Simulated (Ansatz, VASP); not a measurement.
## One calculation of GaN, two programs

The input POSCAR:

```
GaN
1.0
    3.1831493761      0.0000000000      0.0000000000
   -1.5915746880      2.7566882238      0.0000000000
    0.0000000000      0.0000000000      5.2354614816
Ga N
2 2
Direct
    0.3333333333      0.6666666667     -0.0001403842
    0.6666666667      0.3333333333      0.4998596158
    0.3333333333      0.6666666667      0.3751403842
    0.6666666667      0.3333333333      0.8751403842
```

The input INCAR.step1:

```
SYSTEM = GaN
  PREC = Accurate
  ENCUT = 520
  ISMEAR = 0
  SIGMA = 0.01
  LREAL = .FALSE.
  LASPH = .TRUE.
  NELM = 60
  NBANDS = 26
  GGA = PE
  ALGO = Normal
  EDIFF = 1E-4
  LWAVE = .TRUE.
  LCHARG = .FALSE.
```

Contents of INCAR.step2:

```
SYSTEM = GaN
  PREC = Accurate
  ENCUT = 520
  EDIFF = 1E-6
  ISMEAR = 0
  SIGMA = 0.01
  LREAL = .FALSE.
  LASPH = .TRUE.
  NELM = 60
  ALGO = Normal
  ISIF = 2
  LWAVE = .FALSE.
  LCHARG = .FALSE.
  METAGGA = R2SCAN
  LMIXTAU = .TRUE.
  NBANDS = 26
  ISTART = 1
```

The input KPOINTS:

```
regular mesh
0
G
  12 12 6
  0 0 0
```

Input for Ansatz:

```yaml
crystal:
  lattice:
    - [3.1831493761, 0.0, 0.0]
    - [-1.591574688, 2.7566882238, 0.0]
    - [0.0, 0.0, 5.2354614816]
  atoms:
    - { symbol: Ga, position: [0.3333333333, 0.6666666667, -0.0001403842] }
    - { symbol: Ga, position: [0.6666666667, 0.3333333333, 0.4998596158] }
    - { symbol: "N", position: [0.3333333333, 0.6666666667, 0.3751403842] }
    - { symbol: "N", position: [0.6666666667, 0.3333333333, 0.8751403842] }
kpoints:
  mp_grid: { grid: [12, 12, 6] }
  band_path:
    path:
      - [0.0, 0.0, 0.0]
      - [0.5, 0.0, 0.0]
      - [0.3333333333, 0.3333333333, 0.0]
      - [0.0, 0.0, 0.5]
      - [0.5, 0.0, 0.5]
      - [0.3333333333, 0.3333333333, 0.5]
    npoints: 1
hamiltonian:
  xc: r2scan
scf:
  occupations: { method: fixed }
  n_extra_bands: 5
output:
  forces: true
  stress: true
  eigenvalues: true
  write_density: true
  write_potential: true
  elf: true
  volumetric_format: npy
```

Change from the starting cell: uniaxial_z strain +1.0%.

Alike in both runs: task single point; functional r2SCAN; k mesh 12 × 12 × 6; no spin polarisation.

```csv
,VASP,Ansatz
version,VASP 6.6.1,Ansatz 0.2.0
potentials or method,"VASP PAW PBE potentials, release 64 (Ga_d, N)","plane waves, PAW"
plane-wave cutoff (eV),520,500
occupations,"gaussian, width 0.01 eV",fixed
valence electrons in the cell,36,36
```

VASP gave:

* gap on the k mesh at the Fermi level (eV): 2.24
* pressure (GPa): -0.9
* traceless stress, the component that is largest in VASP (GPa): -2.08
* rms of the force components (eV/Å): 0.007

Question: What did Ansatz give for the same quantities?

Answer: gap on the k mesh at the Fermi level (eV): 2.24; pressure (GPa): -1.9; traceless stress, the component that is largest in VASP (GPa): -2.02; rms of the force components (eV/Å): 0.000.

VASP's potentials were made for PBE, not for r2SCAN. Atom by atom the forces differ by 0.007 eV/Å (rms over components).
